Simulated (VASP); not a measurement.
# MgTl (Pm-3m) in VASP: notebook, part 3 of 3

VASP 6.6.1. The steps go on from the part before.

### 6 Electric field gradients, LDA (24.26 Å³/atom)

This run uses another cell than the first one, of 24.26 Å³/atom.

INCAR

```
ALGO = Normal
EDIFF = 1E-8
ENCUT = 520
ISIF = 2
ISMEAR = -1
LASPH = True
LCHARG = False
LEFG = True
LREAL = False
LWAVE = False
NBANDS = 14
NELM = 80
PREC = Accurate
SIGMA = 0.05
```

KPOINTS

```
k-points
0
Gamma
  9 9 9
```

POSCAR

```
MgTl
1.0
    3.6470765007      0.0000000000      0.0000000000
    0.0000000000      3.6470765007      0.0000000000
    0.0000000000      0.0000000000      3.6470765007
Mg Tl
1 1
Direct
    0.0000000000      0.0000000000      0.0000000000
    0.5000000000      0.5000000000      0.5000000000
```

Potentials or basis: VASP PAW LDA potentials, release 64 (Mg, Tl_d).

Started as:

```console
cat potpaw_LDA.64/Mg/POTCAR potpaw_LDA.64/Tl_d/POTCAR > POTCAR
mpirun -np 1 vasp_std > vasp.out
```

OUTCAR:

```text
EDIFF = 1E-8
   ENCUT = 520
   ISIF = 2
   ISMEAR = -1
   LASPH = True
   LREAL = False
   NELM = 80
   PREC = Accurate

 ion  position               nearest neighbor table
   1  0.000  0.000  0.000-   2 3.16   2 3.16   2 3.16   2 3.16   2 3.16   2 3.16   2 3.16   2 3.16

   2  0.500  0.500  0.500-   1 3.16   1 3.16   1 3.16   1 3.16   1 3.16   1 3.16   1 3.16   1 3.16

  LATTYP: Found a simple cubic cell.
 ALAT       =     3.6470765007

  Lattice vectors:

 A1 = (   3.6470765007,   0.0000000000,   0.0000000000)
 A2 = (   0.0000000000,   3.6470765007,   0.0000000000)
 A3 = (   0.0000000000,   0.0000000000,   3.6470765007)

Analysis of symmetry for initial positions (statically):
=====================================================================
 Subroutine PRICEL returns:
 Original cell was already a primitive cell.

 Routine SETGRP: Setting up the symmetry group for a
 simple cubic supercell.

 Subroutine GETGRP returns: Found 48 space group operations
[... 597 lines left out ...]
     3.647076501  0.000000000  0.000000000     0.274192219  0.000000000  0.000000000
     0.000000000  3.647076501  0.000000000     0.000000000  0.274192219  0.000000000
     0.000000000  0.000000000  3.647076501     0.000000000  0.000000000  0.274192219

 POSITION                                       TOTAL-FORCE (eV/Angst)
 -----------------------------------------------------------------------------------
      0.00000      0.00000      0.00000         0.000000      0.000000      0.000000
      1.82354      1.82354      1.82354         0.000000      0.000000      0.000000
 -----------------------------------------------------------------------------------
    total drift:                                0.000000      0.000000      0.000000

  FREE ENERGIE OF THE ION-ELECTRON SYSTEM (eV)
  ---------------------------------------------------
  free  energy   TOTEN  =        -5.0438624368 eV

  energy  without entropy=       -5.0351376698  energy(sigma->0) =       -5.03950005

 Electric field gradients (V/A^2)
---------------------------------------------------------------------
 ion       V_xx      V_yy      V_zz      V_xy      V_xz      V_yz
---------------------------------------------------------------------
   1      -0.000    -0.000    -0.000     0.000    -0.000     0.000
   2       0.000     0.000    -0.000     0.000    -0.000     0.000
---------------------------------------------------------------------

 Electric field gradients after diagonalization (V/A^2)
 (convention: |V_zz| > |V_xx| > |V_yy|)
----------------------------------------------------------------------
 ion       V_xx      V_yy      V_zz     asymmetry (V_yy - V_xx)/ V_zz
----------------------------------------------------------------------
   1      -0.000    -0.000    -0.000      -0.134
   2       0.000     0.000    -0.000       0.100
----------------------------------------------------------------------

           NMR quadrupolar parameters

 Cq : quadrupolar parameter    Cq=e*Q*V_zz/h
 eta: asymmetry parameters     (V_yy - V_xx)/ V_zz
 Q  : nuclear electric quadrupole moment in mb (millibarn)
----------------------------------------------------------------------
 ion       Cq(MHz)       eta       Q (mb)
----------------------------------------------------------------------
   1      -0.000      -0.134       1.000
   2      -0.000       0.100       1.000
----------------------------------------------------------------------
```

OSZICAR:

```text
N       E                     dE             d eps       ncg     rms          rms(c)
DAV:   1     0.536415019534E+02    0.53642E+02   -0.71546E+03  1020   0.895E+02
DAV:   2    -0.417095253211E+01   -0.57812E+02   -0.55592E+02  1136   0.193E+02
DAV:   3    -0.515004136802E+01   -0.97909E+00   -0.97717E+00  1226   0.220E+01
DAV:   4    -0.515521220744E+01   -0.51708E-02   -0.51697E-02  1190   0.178E+00
DAV:   5    -0.515528119637E+01   -0.68989E-04   -0.68988E-04  1304   0.197E-01    0.250E+00
DAV:   6    -0.507796585074E+01    0.77315E-01   -0.57978E-02  1160   0.200E+00    0.168E+00
DAV:   7    -0.504517674211E+01    0.32789E-01   -0.36244E-02  1148   0.150E+00    0.594E-01
DAV:   8    -0.504393452318E+01    0.12422E-02   -0.30759E-03  1274   0.378E-01    0.627E-02
DAV:   9    -0.504386553533E+01    0.68988E-04   -0.17092E-04  1112   0.812E-02    0.173E-02
DAV:  10    -0.504386252232E+01    0.30130E-05   -0.70148E-06  1274   0.169E-02    0.607E-03
DAV:  11    -0.504386247478E+01    0.47540E-07   -0.30813E-07  1178   0.382E-03    0.100E-03
DAV:  12    -0.504386243697E+01    0.37809E-07   -0.11230E-07  1202   0.255E-03    0.202E-04
DAV:  13    -0.504386243682E+01    0.15075E-09   -0.22858E-09   742   0.317E-04
   1 F= -.50438624E+01 E0= -.50395001E+01  d E =-.872477E-02
```

stdout:

```text
POSCAR found type information on POSCAR MgTl
 POSCAR found :  2 types and       2 ions
 scaLAPACK will be used
 LDA part: xc-table for (Slater(with rela. corr.)+CA(PZ))
 , standard interpolation
 POSCAR, INCAR and KPOINTS ok, starting setup
 FFT: planning ... GRIDC
 FFT: planning ... GRID_SOFT
 FFT: planning ... GRID
 WAVECAR not read
 entering main loop
ion   1

ion   2
```

It took 22 s on 1 thread of Intel Xeon 8259CL, shared host; peak memory 0.16 GiB.

What came out:

```
Free energy                             : -5.0439 eV
Pressure                                : -3.0 GPa
Band gap on the k mesh                  : zero (an odd number of electrons rules out a gap without spin polarisation)
Largest electric field gradient by atom : zero within the noise of the run
```

Caveat: the cell stands under tension; spin-orbit coupling is left out, which moves the levels of the heavy elements.

### 7 Summary

```tsv
cell	gap on the mesh (eV)	pressure (GPa)
a = 3.611 Å, 2 atoms	none	-2.0
a = 3.635 Å, 2 atoms	none	-2.7
a = 3.647 Å, 2 atoms	none	-3.0
```

Alike in all rows: task electric field gradients; level LDA; potentials or basis VASP PAW LDA potentials, release 64 (Mg, Tl_d); no spin polarisation; k mesh 9 × 9 × 9; cutoff (eV) 520; smearing fermi-dirac 0.05 eV.

Caveats: spin-orbit coupling is left out, which moves the levels of the heavy elements; the cell stands under tension (at least some runs).

Absolute energies hang on the potentials; compare differences alone.
